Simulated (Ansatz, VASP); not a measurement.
## BaTiO3 in VASP and in Ansatz

```
Ba Ti O
1.0
     3.99330    0.00000    0.00000
     0.00000    3.99330    0.00000
     0.00000    0.00000    3.99330
Ba Ti O
1 1 3
Direct
  0.50000 0.50000 0.50000
  0.00000 0.00000 0.00000
  0.50000 0.00000 0.00000
  0.00000 0.00000 0.50000
  0.00000 0.50000 0.00000
```

Alike in both runs: functional revPBE; dispersion D3(BJ); k mesh 6 × 6 × 6; no spin polarisation.

Ansatz relaxed the structure, and its values are those at the end. VASP's run is a single point on that final structure, the one shown.

|  | VASP | Ansatz |
| --- | --- | --- |
| version | VASP 6.6.1 | Ansatz 0.2.0 |
| potentials or method | VASP PAW PBE potentials, release 64 (Ba_sv, Ti_sv, O), cutoff 520 eV | plane waves, PAW |
| occupations | gaussian, width 0.01 eV | fixed |
| valence electrons in the cell | 40 | 40 |

|  | VASP | Ansatz | Ansatz less VASP |
| --- | --- | --- | --- |
| pressure (GPa) | 1.9 | 0.0 | -1.83 |

VASP's potentials were made for PBE, not for revPBE.

Neither program's run includes spin-orbit coupling.
